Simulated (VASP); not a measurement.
# MgSe in VASP: further runs

The runs below take MgSe through single point, with PBE.

Everything below comes from runs of VASP 6.6.1. Logs are shortened: lines on timing, memory, paths and dates and some standing lists are left out, and cuts for length are marked.

### 1 The cell of the first run

The structure is cubic, space group Fm-3m (No. 225). The conventional cell has a = 5.509 Å, b = 5.509 Å, c = 5.509 Å, α = 90.00°, β = 90.00°, γ = 90.00°. Within 3.6 Å of Se (site symmetry m-3m) lie 6 Mg at 2.75 Å. Within 3.6 Å of Mg (site symmetry m-3m) lie 6 Se at 2.75 Å.

### 2 Single point, PBE

INCAR reads:

```
SYSTEM = MgSe
  PREC = Accurate
  ENCUT = 600
  EDIFF = 1E-6
  ISMEAR = -1
  SIGMA = 0.1496
  LREAL = .False.
  LASPH = .True.
  NELM = 120
  ALGO = Normal
  ISIF = 2
  LWAVE = .False.
  LCHARG = .False.
  GGA = PE
  NBANDS = 11
  GGA_COMPAT = .False.
```

KPOINTS reads:

```
Automatic mesh
0
Gamma
  6 6 6
  0 0 0
```

POSCAR reads:

```
MgSe
1.0
    0.0000000000      2.7546342081      2.7546342081
    2.7546342081      0.0000000000      2.7546342081
    2.7546342081      2.7546342081      0.0000000000
Se Mg
1 1
Direct
    0.5000000000      0.5000000000      0.5000000000
    0.0000000000      0.0000000000      0.0000000000
```

Potentials or basis: VASP PAW PBE potentials, release 64 (Se, Mg).

Launch:

```sh
$ cat potpaw_PBE.64/Se/POTCAR potpaw_PBE.64/Mg/POTCAR > POTCAR
$ mpirun -np 1 vasp_std > vasp.out
```

OUTCAR:

```text
SYSTEM = MgSe
   PREC = Accurate
   ENCUT = 600
   EDIFF = 1E-6
   ISMEAR = -1
   LREAL = .False.
   LASPH = .True.
   NELM = 120
   ISIF = 2
   GGA = PE

 ion  position               nearest neighbor table
   1  0.500  0.500  0.500-   2 2.75   2 2.75   2 2.75   2 2.75   2 2.75   2 2.75
   2  0.000  0.000  0.000-   1 2.75   1 2.75   1 2.75   1 2.75   1 2.75   1 2.75

  LATTYP: Found a face centered cubic cell.
 ALAT       =     5.5092684162

  Lattice vectors:

 A1 = (   0.0000000000,   2.7546342081,   2.7546342081)
 A2 = (   2.7546342081,   0.0000000000,   2.7546342081)
 A3 = (   2.7546342081,   2.7546342081,   0.0000000000)

Analysis of symmetry for initial positions (statically):
=====================================================================
 Subroutine PRICEL returns:
 Original cell was already a primitive cell.

 Routine SETGRP: Setting up the symmetry group for a
 face centered cubic supercell.

 Subroutine GETGRP returns: Found 48 space group operations
 (whereof 48 operations were pure point group operations)
 out of a pool of 48 trial point group operations.

The static configuration has the point symmetry O_h .

Analysis of symmetry for dynamics (positions and initial velocities):
=====================================================================
 Subroutine PRICEL returns:
 Original cell was already a primitive cell.

 Routine SETGRP: Setting up the symmetry group for a
 face centered cubic supercell.

 Subroutine GETGRP returns: Found 48 space group operations
 (whereof 48 operations were pure point group operations)
 out of a pool of 48 trial point group operations.

The dynamic configuration has the point symmetry O_h .

 Subroutine INISYM returns: Found 48 space group operations
 (whereof 48 operations are pure point group operations),
 and found     1 'primitive' translations

----------------------------------------------------------------------------------------

                                     Primitive cell

  volume of cell :      41.8044

  direct lattice vectors                    reciprocal lattice vectors
     0.000000000  2.754634208  2.754634208    -0.181512303  0.181512303  0.181512303
     2.754634208  0.000000000  2.754634208     0.181512303 -0.181512303  0.181512303
     2.754634208  2.754634208  0.000000000     0.181512303  0.181512303 -0.181512303

[... 78 lines left out ...]
   IBRION =     -1    ionic relax: 0-MD 1-quasi-New 2-CG
   NFREE  =      0    steps in history (QN), initial steepest desc. (CG)
   ISIF   =      2    stress and relaxation
   ISYM   =      2    0-nonsym 1-usesym 2-fastsym
   POTIM  = 0.5000    time-step for ionic-motion
   TEBEG  =    0.0;   TEEND  =   0.0 temperature during run
   PSTRESS=    0.0 pullay stress
   NELECT =       8.0000    total number of electrons
   NUPDOWN=      -1.0000    fix difference up-down
   EMIN   =  10.00;   EMAX   =-10.00  energy-range for DOS
   EFERMI =   0.00;   METHOD = LEGACY
   ISMEAR =    -1;   SIGMA  =   0.15  broadening in eV -4-tet -1-fermi 0-gaus
   EFERMI_NEDOS =   21; number of points for ismear=-14 and -15
   IALGO  =     38    algorithm
   IMIX   =      4    mixing-type and parameters
     AMIX     =   0.40;   BMIX     =  1.00
     AMIX_MAG =   1.60;   BMIX_MAG =  1.00
  volume/ion in A,a.u.               =      20.90       141.05
  Fermi-wavevector in a.u.,A,eV,Ry     =   0.943404  1.782774 12.109328  0.890010
  Thomas-Fermi vector in A             =   2.071108
   LORBIT       =      0    0 simple, 1 ext, 2 COOP (PROOUT), +10 PAW based schemes
   GGA     = PE    functional components
   LHFCALC =     F    Hartree Fock is set to
   AEXX    =    0.0000 exact exchange contribution
   IVDW    =     0    specifies the selected vdW correction
   LEPSILON=     F    determine dielectric tensor
   LRPA    =     F    only Hartree local field effects (RPA)
 non-spin polarized calculation
  energy-cutoff  :      600.00
  volume of cell :       41.80
 maximum number of plane-waves:      1411
   NGX = 15   NGY = 15   NGZ = 15

 number of electron       8.0000001 magnetization

 Free energy of the ion-electron system (eV)
  ---------------------------------------------------
  ext. energy  EPLUGINS =         0.00000000
  ---------------------------------------------------
  free energy    TOTEN  =        -7.48586325 eV

  energy without entropy =       -7.48546230  energy(sigma->0) =       -7.48566277

 E-fermi :   3.9542     XC(G=0):  -9.3602

 val. band max:        2.9662085405   @ k =   0.0000   0.0000   0.0000
 cond. band min:       4.7109044530   @ k =   0.5000   0.5000   0.0000
 fundamental gap:      1.7446959125
 Fermi energy:         3.9542494084

 k-point     1 :       0.0000    0.0000    0.0000
  band No.  band energies     occupation
      1      -9.8045      2.00000
      2       2.9662      1.99730
      3       2.9662      1.99730
      4       2.9662      1.99730
      5       5.3516      0.00018
      6      10.3857      0.00000
      7      10.3857      0.00000
      8      10.3857      0.00000
      9      12.8754      0.00000
     10      12.8754      0.00000
     11      13.9035      0.00000
[... 197 lines left out ...]
 k-point    16 :      -0.3333    0.5000    0.1667
  band No.  band energies     occupation
      1      -8.4335      2.00000
      2      -0.7103      2.00000
      3       0.4020      2.00000
      4       0.6565      2.00000
      5       6.4545      0.00000
      6       8.7856      0.00000
      7      11.0107      0.00000
      8      12.3168      0.00000
      9      15.2687      0.00000
     10      16.5842      0.00000
     11      17.3233      0.00000

------------------------ aborting loop because EDIFF is reached ----------------------------------------

  FORCE on cell =-STRESS in cart. coord.  units (eV):
  Direction    XX          YY          ZZ          XY          YZ          ZX
  --------------------------------------------------------------------------------------
  -------------------------------------------------------------------------------------
  Total       -0.0331550     -0.0331550     -0.0331550      0.0000000      0.0000000     -0.0000000
  in kB       -1.2706845     -1.2706845     -1.2706845      0.0000000      0.0000000     -0.0000000
  external PRESSURE =      -1.2706845 kB  Pullay stress =       0.0000000 kB

 VOLUME and BASIS-vectors are now :
 -----------------------------------------------------------------------------
  energy-cutoff  :      600.00
  volume of cell :       41.80
      direct lattice vectors                 reciprocal lattice vectors
     0.000000000  2.754634208  2.754634208    -0.181512303  0.181512303  0.181512303
     2.754634208  0.000000000  2.754634208     0.181512303 -0.181512303  0.181512303
     2.754634208  2.754634208  0.000000000     0.181512303  0.181512303 -0.181512303

 POSITION                                       TOTAL-FORCE (eV/Angst)
 -----------------------------------------------------------------------------------
      2.75463      2.75463      2.75463         0.000000      0.000000     -0.000000
      0.00000      0.00000      0.00000        -0.000000     -0.000000      0.000000
 -----------------------------------------------------------------------------------
    total drift:                               -0.000000     -0.000000      0.000000

  FREE ENERGIE OF THE ION-ELECTRON SYSTEM (eV)
  ---------------------------------------------------
  free  energy   TOTEN  =        -7.4858632454 eV

  energy  without entropy=       -7.4854622956  energy(sigma->0) =       -7.48566277
```

Run time: 15 s. Hardware: 1 thread of Intel Xeon 8259CL, shared host; peak memory 0.17 GiB.

What came out:

```
Free energy            : -7.4859 eV
Pressure               : -0.1 GPa
Band gap on the k mesh : 1.74 eV, indirect (least direct gap 2.39 eV)
```

A k mesh can miss the band edges. As with any semilocal functional, this PBE gap is likely too small.

### 3 Single point, PBE

INCAR reads:

```
ALGO = Normal ; EDIFF = 1E-6
ENCUT = 600 ; GGA = PE
GGA_COMPAT = F ; ISIF = 2
ISMEAR = -4 ; LASPH = T
LCHARG = T ; LELF = T
LREAL = F ; LVHAR = T
LWAVE = F ; NBANDS = 11
NELM = 120 ; PREC = Accurate
SIGMA = 0.1
```

KPOINTS reads:

```
k-points
0
Gamma
  6 6 6
```

POSCAR reads:

```
MgSe
1.0
    0.0000000000      2.7546137117      2.7546137117
    2.7546137117      0.0000000000      2.7546137117
    2.7546137117      2.7546137117      0.0000000000
Se Mg
1 1
Direct
    0.5000000000      0.5000000000      0.5000000000
    0.0000000000      0.0000000000      0.0000000000
```

Potentials or basis: VASP PAW PBE potentials, release 64 (Se, Mg).

Launch:

```sh
$ cat potpaw_PBE.64/Se/POTCAR potpaw_PBE.64/Mg/POTCAR > POTCAR
$ mpirun -np 1 vasp_std > vasp.out
```

Wall time 18 s (1 thread of Intel Xeon 8259CL, shared host); peak memory 0.17 GiB.

The run converged. Its results:

```yaml
Free_energy: -7.4858 eV
Pressure: -0.1 GPa
Band_gap_on_the_k_mesh: 1.74 eV, indirect (least direct gap 2.39 eV)
```

Levels at points of the mesh, in eV from the valence-band top:
```tsv
k point	band 1	band 2	band 3	band 4	band 5	band 6	band 7	band 8
(0.00, 0.00, 0.00)	-12.77	0.00	0.00	0.00	2.39	7.42	7.42	7.42
(0.50, 0.00, 0.00)	-11.72	-4.78	-0.55	-0.55	3.79	6.05	6.05	8.37
(0.50, 0.50, 0.00)	-11.42	-4.10	-1.71	-1.71	1.74	4.05	11.44	11.89
```

### 4 Single point, PBE

INCAR reads:

```
SYSTEM = MgSe
PREC = Accurate
ENCUT = 600
EDIFF = 1E-6
ISMEAR = -1
SIGMA = 0.1496
LREAL = .FALSE.
LASPH = .TRUE.
NELM = 120
ALGO = Normal
ISIF = 2
LWAVE = .FALSE.
LCHARG = .FALSE.
GGA = PE
NBANDS = 11
ISYM = 0
GGA_COMPAT = .FALSE.
```

KPOINTS reads:

```
Automatic mesh
0
Gamma
  6 6 6
  0.5 0.5 0.5
```

POSCAR reads:

```
MgSe
1.0
   -0.0033816995      2.7524346435      2.7524346435
    2.7524346435     -0.0033816995      2.7524346435
    2.7524346435      2.7524346435     -0.0033816995
Se Mg
1 1
Direct
    0.5000000000      0.5000000000      0.5000000000
    0.0000000000      0.0000000000      0.0000000000
```

Potentials or basis: VASP PAW PBE potentials, release 64 (Se, Mg).

Launch:

```sh
$ cat potpaw_PBE.64/Se/POTCAR potpaw_PBE.64/Mg/POTCAR > POTCAR
$ mpirun -np 1 vasp_std > vasp.out
```

OUTCAR:

```text
SYSTEM = MgSe
   PREC = Accurate
   ENCUT = 600
   EDIFF = 1E-6
   ISMEAR = -1
   LREAL = .FALSE.
   LASPH = .TRUE.
   NELM = 120
   ISIF = 2
   GGA = PE
   ISYM = 0

 ion  position               nearest neighbor table
   1  0.500  0.500  0.500-   2 2.75   2 2.75   2 2.75   2 2.75   2 2.75   2 2.75
   2  0.000  0.000  0.000-   1 2.75   1 2.75   1 2.75   1 2.75   1 2.75   1 2.75

IMPORTANT INFORMATION: All symmetrisations will be switched off!
NOSYMM: (Re-)initialisation of all symmetry stuff for point group C_1.

----------------------------------------------------------------------------------------

                                     Primitive cell

  volume of cell :      41.7812

  direct lattice vectors                    reciprocal lattice vectors
    -0.003381699  2.752434643  2.752434643    -0.181322916  0.181545967  0.181545967
     2.752434643 -0.003381699  2.752434643     0.181545967 -0.181322916  0.181545967
     2.752434643  2.752434643 -0.003381699     0.181545967  0.181545967 -0.181322916

  length of vectors
     3.892531871  3.892531871  3.892531871     0.314318114  0.314318114  0.314318114

  position of ions in fractional coordinates (direct lattice)
     0.500000000  0.500000000  0.500000000
     0.000000000  0.000000000  0.000000000

  ion indices of the primitive-cell ions
[... 130 lines left out ...]
  band No.  band energies     occupation
      1      -9.7504      2.00000
      2       2.3384      1.99998
      3       2.9170      1.99892
      4       2.9170      1.99892
      5       5.9099      0.00001
      6      10.1900      0.00000
      7      10.5051      0.00000
      8      10.5051      0.00000
      9      12.1841      0.00000
     10      12.1841      0.00000
     11      13.7764      0.00000
[... 309 lines left out ...]
 k-point    24 :       0.2500    0.0833    0.4167
  band No.  band energies     occupation
      1      -8.9216      2.00000
      2      -0.5524      2.00000
      3       1.3551      2.00000
      4       1.9807      2.00000
      5       7.1578      0.00000
      6       8.8188      0.00000
      7       9.6933      0.00000
      8      11.4862      0.00000
      9      13.2375      0.00000
     10      15.7710      0.00000
     11      16.1217      0.00000

 [... further k-points ...]
[... 5 lines left out ...]
  --------------------------------------------------------------------------------------
  -------------------------------------------------------------------------------------
  Total       -0.0326098     -0.0326097     -0.0326100      0.0018135      0.0018132      0.0018131
  in kB       -1.2504842     -1.2504804     -1.2504908      0.0695433      0.0695313      0.0695255
  external PRESSURE =      -1.2504851 kB  Pullay stress =       0.0000000 kB

 VOLUME and BASIS-vectors are now :
 -----------------------------------------------------------------------------
  energy-cutoff  :      600.00
  volume of cell :       41.78
      direct lattice vectors                 reciprocal lattice vectors
    -0.003381699  2.752434643  2.752434643    -0.181322916  0.181545967  0.181545967
     2.752434643 -0.003381699  2.752434643     0.181545967 -0.181322916  0.181545967
     2.752434643  2.752434643 -0.003381699     0.181545967  0.181545967 -0.181322916

 POSITION                                       TOTAL-FORCE (eV/Angst)
 -----------------------------------------------------------------------------------
      2.75074      2.75074      2.75074        -0.000000      0.000000     -0.000000
      0.00000      0.00000      0.00000         0.000000     -0.000000      0.000000
 -----------------------------------------------------------------------------------
    total drift:                                0.000000      0.000000     -0.000000

  FREE ENERGIE OF THE ION-ELECTRON SYSTEM (eV)
  ---------------------------------------------------
  free  energy   TOTEN  =        -7.4910385596 eV

  energy  without entropy=       -7.4908407386  energy(sigma->0) =       -7.49093965
```

Run time: 62 s. Hardware: 1 thread of Intel Xeon 8259CL, shared host; peak memory 0.22 GiB.

Results:

* Free energy: -7.4910 eV
* Pressure: -0.1 GPa
* Band gap on the k mesh: 2.12 eV, indirect (least direct gap 2.99 eV)

Levels at points of the mesh, in eV from the valence-band top:
```
           k point  band 2  band 3  band 4  band 5  band 6  band 7
(0.08, 0.08, 0.08)   -0.58    0.00    0.00    2.99    7.27    7.59
```

A k mesh can miss the band edges. As with any semilocal functional, this PBE gap is likely too small.

### 5 Overview

| cell | k mesh | smearing | gap on the mesh (eV) | pressure (GPa) |
| --- | --- | --- | --- | --- |
| a = 3.896 Å, angles 60.0°, 2 atoms | 6 × 6 × 6 | fermi-dirac 0.1496 eV | 1.74 | -0.1 |
| a = 3.896 Å, angles 60.0°, 2 atoms | 6 × 6 × 6 | tetrahedron | 1.74 | -0.1 |
| a = 3.893 Å, angles 60.1°, 2 atoms | 6 × 6 × 6, shifted | fermi-dirac 0.1496 eV | 2.12 | -0.1 |

Alike in all rows: task single point; level PBE; potentials or basis VASP PAW PBE potentials, release 64 (Se, Mg); no spin polarisation; cutoff (eV) 600.

Total energies depend on the potentials used, so only differences within one code and one set of settings carry meaning.
